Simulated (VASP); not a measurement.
Wanted: the native input for a VASP 6.6.1 run.

| Quantity | Value |
| --- | --- |
| Task | single point |
| Functional | PBE |
| Potentials or basis | VASP PAW PBE potentials, release 64 (Fe) |
| Cutoff | 600 eV |
| k mesh | 4 × 4 × 4 |
| Occupations | fermi-dirac, width 0.05 eV |
| Spin | collinear spin, ferromagnetic start |
| Starting moments | [1.25, 1.25] μB |
| Hubbard terms | Fe d U = 1.5 eV |
| Dipole correction | no |
| Further INCAR settings | ALGO = Normal; EDIFF = 1e-06; NBANDS = 19 |

The structure of Fe lies in POSCAR:

```
Fe
1.0
    2.8557110000      0.0000000000      0.0000000000
    0.0000000000      2.8557110000      0.0000000000
    0.0000000000      0.0000000000      2.8557110000
Fe
2
Direct
    0.0000000000      0.0000000000      0.0000000000
    0.5000000000      0.5000000000      0.5000000000
```

The input as run:

INCAR

```
  ALGO = Normal
  EDIFF = 1E-6
  ENCUT = 600
  GGA = PE
  GGA_COMPAT = F
  ISIF = 2
  ISMEAR = -1
  ISPIN = 2
  LASPH = T
  LCHARG = T
  LDAU = T
  LDAUJ = 0
  LDAUL = 2
  LDAUPRINT = 1
  LDAUTYPE = 2
  LDAUU = 1.5
  LELF = T
  LMAXMIX = 4
  LORBIT = 11
  LREAL = F
  LVHAR = T
  LWAVE = F
  MAGMOM = 1.25 1.25
  NBANDS = 19
  NELM = 200
  PREC = Accurate
  SIGMA = 0.05
```

KPOINTS

```
k-points
0
Gamma
  4 4 4
```

Potentials or basis: VASP PAW PBE potentials, release 64 (Fe).

Command:

```sh
$ cat potpaw_PBE.64/Fe/POTCAR > POTCAR
$ mpirun -np 1 vasp_std > vasp.out
```

Results of the run:

| Property | Result |
| --- | --- |
| Pressure | 7.8 GPa |
| Net moment | 5.38 μB per cell |
| Site moments | Fe +2.73 μB |
| Valence electrons inside the program's atomic spheres | Fe 7.24 |

Caveat: the k points lie up to 0.55 Å⁻¹ apart; the U is typed as a test and isn't derived for this compound.

It took 12 s on 1 thread of AMD EPYC 7R13 Processor (Zen 3), on a shared host, peak memory 0.12 GiB.
